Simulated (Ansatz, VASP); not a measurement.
Two plane-wave programs on Ge

```
Ge
1.0
     1.25743   -2.34046    0.00000
     1.25743    2.34046    0.00000
     0.00000    0.00000    2.69823
Ge
1
Cartesian
  1.2574 0.0000 0.0000
```

Change from the starting cell: strain -0.1000 x Voigt [1, 1, 0, 0, 0, 0], atoms carried along.

Alike in both runs: task single point; functional PBE; k mesh 20 × 20 × 18; occupations gaussian, width 0.15 eV; no spin polarisation.

```csv
,VASP,Ansatz
version,VASP 6.6.1,Ansatz 0.2.0
potentials or method,"VASP PAW PBE potentials, release 64 (Ge_d), cutoff 520 eV","scalar-relativistic, plane waves, PAW"
valence electrons in the cell,14,14
```

|  | VASP | Ansatz | Ansatz less VASP |
| --- | --- | --- | --- |
| gap on the k mesh at the Fermi level (eV) | none | none | - |
| pressure (GPa) | 23.4 | 23.6 | +0.21 |
| traceless stress, the component that is largest in VASP (GPa) | -20.83 | -20.83 | -0.004 |

A gap of «none» marks a metal or a gap that the smearing closes.
